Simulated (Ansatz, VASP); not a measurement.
## One calculation of NaF, two programs

The input POSCAR:

```
NaF
1.0
    0.0000000000      2.5312613675      2.5312613675
    2.5312613675      0.0000000000      2.5312613675
    2.5312613675      2.5312613675      0.0000000000
Na F
1 1
Direct
    0.0000000000      0.0000000000      0.0000000000
    0.2500000000      0.2500000000      0.2500000000
```

Contents of INCAR.step1:

```
SYSTEM = NaF
PREC = Accurate
ENCUT = 520
ISMEAR = 0
SIGMA = 0.01
LREAL = .FALSE.
LASPH = .TRUE.
NELM = 100
NBANDS = 14
GGA = PE
ALGO = Normal
EDIFF = 1E-4
LWAVE = .TRUE.
LCHARG = .FALSE.
```

The input INCAR.step2:

```
SYSTEM = NaF
PREC = Accurate
ENCUT = 520
EDIFF = 1E-7
ISMEAR = 0
SIGMA = 0.01
LREAL = .FALSE.
LASPH = .TRUE.
NELM = 100
ALGO = Normal
ISIF = 2
LWAVE = .FALSE.
LCHARG = .FALSE.
METAGGA = R2SCAN
LMIXTAU = .TRUE.
NBANDS = 14
ISTART = 1
```

Contents of KPOINTS:

```
regular mesh
0
G
  8 8 8
  0 0 0
```

Input for Ansatz:

```yaml
crystal:
  lattice:
    - [0.0, 2.5312613675, 2.5312613675]
    - [2.5312613675, 0.0, 2.5312613675]
    - [2.5312613675, 2.5312613675, 0.0]
  atoms:
    - { symbol: Na, position: [0.0, 0.0, 0.0] }
    - { symbol: F, position: [0.25, 0.25, 0.25] }
kpoints:
  mp_grid: { grid: [8, 8, 8] }
hamiltonian:
  xc: r2scan
scf:
  occupations: { method: fixed }
  n_extra_bands: 4
output:
  forces: true
  stress: true
  eigenvalues: true
```

Alike in both runs: task single point; functional r2SCAN; k mesh 8 × 8 × 8; no spin polarisation.

|  | VASP | Ansatz |
| --- | --- | --- |
| version | VASP 6.6.1 | Ansatz 0.2.0 |
| potentials or method | VASP PAW PBE potentials, release 64 (Na_pv, F) | plane waves, PAW |
| plane-wave cutoff (eV) | 520 | 500 |
| occupations | gaussian, width 0.01 eV | fixed |
| valence electrons in the cell | 14 | 16 |

|  | VASP | Ansatz | Ansatz less VASP |
| --- | --- | --- | --- |
| gap on the k mesh at the Fermi level (eV) | 6.27 | 6.26 | -0.017 |
| pressure (GPa) | -0.3 | 0.0 | +0.36 |

VASP's potentials were made for PBE, not for r2SCAN. VASP's potentials hold 14 valence electrons a cell and Ansatz's 16, so a difference there can come from the potentials and not from the codes.
